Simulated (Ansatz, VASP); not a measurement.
**Al7Cu: VASP beside Ansatz**

The input INCAR:

```
ALGO     = Normal         # electronic algorithm
EDIFF    = 1E-6           # SCF threshold, eV
EDIFFG   = -0.04          # ionic threshold
ENCUT    = 600            # plane-wave cutoff, eV
GGA      = PE             # functional
IBRION   = 2              # ionic algorithm
ISIF     = 3              # what is computed and relaxed
ISMEAR   = 0              # smearing method
LASPH    = T              # aspherical terms in the spheres
LCHARG   = F              # write CHGCAR
LREAL    = F              # projectors in reciprocal space
LWAVE    = F              # write WAVECAR
NELM     = 60             # most SCF steps
NSW      = 90             # ionic steps
PREC     = Accurate       # precision mode
SIGMA    = 0.1            # smearing width, eV
```

KPOINTS

```
k-points
0
Gamma
  4 4 4
```

The input POSCAR:

```
Al7Cu
1.0
    0.0000000000      3.8980343700      3.8980343700
    3.8980343700      0.0000000000      3.8980343700
    3.8980343700      3.8980343700      0.0000000000
Al Cu
7 1
Direct
    0.5000000000      0.0000000000      0.0000000000
    0.0000000000      0.5000000000      0.5000000000
    0.0000000000      0.5000000000      0.0000000000
    0.5000000000      0.0000000000      0.5000000000
    0.0000000000      0.0000000000      0.5000000000
    0.5000000000      0.5000000000      0.0000000000
    0.0000000000      0.0000000000      0.0000000000
    0.5000000000      0.5000000000      0.5000000000
```

Input for Ansatz:

```yaml
crystal:
  lattice:
    - [0.0, 3.89803437, 3.89803437]
    - [3.89803437, 0.0, 3.89803437]
    - [3.89803437, 3.89803437, 0.0]
  atoms:
    - { symbol: Al, position: [0.5, 0.0, 0.0] }
    - { symbol: Al, position: [0.0, 0.5, 0.5] }
    - { symbol: Al, position: [0.0, 0.5, 0.0] }
    - { symbol: Al, position: [0.5, 0.0, 0.5] }
    - { symbol: Al, position: [0.0, 0.0, 0.5] }
    - { symbol: Al, position: [0.5, 0.5, 0.0] }
    - { symbol: Al, position: [0.0, 0.0, 0.0] }
    - { symbol: Cu, position: [0.5, 0.5, 0.5] }
basis:
  ecutwfc: 420
kpoints:
  mp_grid: { grid: [4, 4, 4] }
hamiltonian:
  xc: pbe
scf:
  occupations: { method: gaussian, width: 0.1 }
  lower_state_search: "off"
output:
  forces: true
  stress: true
  eigenvalues: true
relax:
  adjacent_minimum: "off"
  f_tol: 0.04
  max_steps: 70
  cell: { stress_tol: 0.4 }
```

Alike in both runs: task relaxation of cell and atoms; functional PBE; k mesh 4 × 4 × 4; occupations gaussian, width 0.1 eV; no spin polarisation.

|  | VASP | Ansatz |
| --- | --- | --- |
| version | VASP 6.6.1 | Ansatz 0.2.0 |
| potentials or method | VASP PAW PBE potentials, release 64 (Al, Cu), cutoff 600 eV | scalar-relativistic, plane waves, PAW |
| valence electrons in the cell | 32 | 40 |

VASP gave:

```
gap on the k mesh at the Fermi level, each at its own relaxed structure (eV) : none
relaxed volume (Å³/atom)                                                     : 15.70
relaxed cell length with the largest relative difference (Å)                 : 5.622
```

Problem. What did Ansatz give for the same quantities?

Solution. gap on the k mesh at the Fermi level, each at its own relaxed structure (eV): none; relaxed volume (Å³/atom): 15.70; relaxed cell length with the largest relative difference (Å): 5.621.

A gap of «none» marks a metal or a gap that the smearing closes. VASP's potentials hold 32 valence electrons a cell and Ansatz's 40, so a difference there can come from the potentials and not from the codes.
